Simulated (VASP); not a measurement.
Write the native input for VASP 6.6.1 that does the following.

```yaml
Task: single point
Functional: PBE
Dispersion: D3(BJ)
Potentials_or_basis: VASP PAW PBE potentials, release 64 (C)
Cutoff: 520 eV
k_mesh: 24 × 24 × 6
Occupations: gaussian, width 0.15 eV
Spin: no spin polarisation
Dipole_correction: no
Further_INCAR_settings: ALGO = Normal; EDIFF = 1e-06; NBANDS = 11
```

The structure of C lies in POSCAR:

```
C
1.0
    2.3113446157      0.0000000000      0.0000000000
   -1.1556723079      2.0016831541      0.0000000000
    0.0000000000      0.0000000000      9.6254472778
C
2
Direct
    0.3333333333      0.6666666667      0.0000000000
    0.6666666667      0.3333333333      0.0000000000
```

This cell differs from its parent crystal: ratio of the length along z to the lengths across it x 1.2, volume and fractional coordinates fixed.

The input as run:

INCAR

```
PREC = Accurate
ENCUT = 520
EDIFF = 1E-6
ISMEAR = 0
SIGMA = 0.15
LREAL = False
LASPH = True
NELM = 80
ALGO = Normal
ISIF = 2
LWAVE = False
LCHARG = True
GGA = PE
IVDW = 12
LELF = True
LVHAR = True
NBANDS = 11
```

KPOINTS

```
Automatic mesh
0
Gamma
  24 24 6
```

Potentials or basis: VASP PAW PBE potentials, release 64 (C).

The run is started by

```console
$ cat potpaw_PBE.64/C/POTCAR > POTCAR
$ mpirun -np 1 vasp_std > vasp.out
```

It gave:

The band gap on the k mesh is zero (filled and empty bands touch). The dispersion energy per atom is -0.082 eV.

Wall time 64 s on 1 thread of Intel(R) Xeon(R) Platinum 8488C (Sapphire Rapids) (shared host), peak memory 0.23 GiB.
